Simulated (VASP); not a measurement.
Write the native input for VASP 6.6.1 that does the following.

- Task: single point
- Functional: PBE
- Dispersion: D3(BJ)
- Potentials or basis: VASP PAW PBE potentials, release 64 (S, W_sv)
- Cutoff: 520 eV
- k mesh: 12 × 12 × 1
- Occupations: gaussian, width 0.05 eV
- Spin: no spin polarisation
- Dipole correction: yes
- Further INCAR settings: ALGO = Normal; EDIFF = 1e-06; NBANDS = 20

The structure of WS2 lies in POSCAR:

```
WS2
1.0
    3.1605198601      0.0000000000      0.0000000000
   -1.5802599300      2.7370904880      0.0000000000
    0.0000000000      0.0000000000     21.1181715324
S W
2 1
Direct
    0.3333333333      0.6666666667      0.4253806692
    0.3333333333      0.6666666667      0.5746160796
    0.6666666667      0.3333333333      0.4999980012
```

One way to write it, as run:

INCAR

```
SYSTEM = WS2
PREC = Accurate ; ENCUT = 520
EDIFF = 1E-6 ; ISMEAR = 0
SIGMA = 0.05 ; LREAL = .FALSE.
LASPH = .TRUE. ; NELM = 100
ALGO = Normal ; ISIF = 2
LWAVE = .FALSE. ; LCHARG = .FALSE.
LDIPOL = .TRUE. ; IDIPOL = 3
DIPOL = 0.5 0.5 0.500 ; GGA = PE
IVDW = 12 ; NBANDS = 20
```

KPOINTS

```
Automatic mesh
0
G
  12 12 1
  0 0 0
```

Potentials or basis: VASP PAW PBE potentials, release 64 (S, W_sv).

The run is started by

```bash
$ cat potpaw_PBE.64/S/POTCAR potpaw_PBE.64/W_sv/POTCAR > POTCAR
$ mpirun -np 1 vasp_std > vasp.out
```

Results of the run:

```
Band gap on the k mesh     : 1.92 eV, direct
Dispersion energy per atom : -0.310 eV
```

Caveat: spin-orbit coupling is left out, which moves the levels of the heavy elements.

Wall time 77 s on 1 thread of Intel(R) Xeon(R) Platinum 8259CL CPU @ 2.50GHz (Skylake/Cascade Lake), with other jobs on the host, peak memory 0.31 GiB.
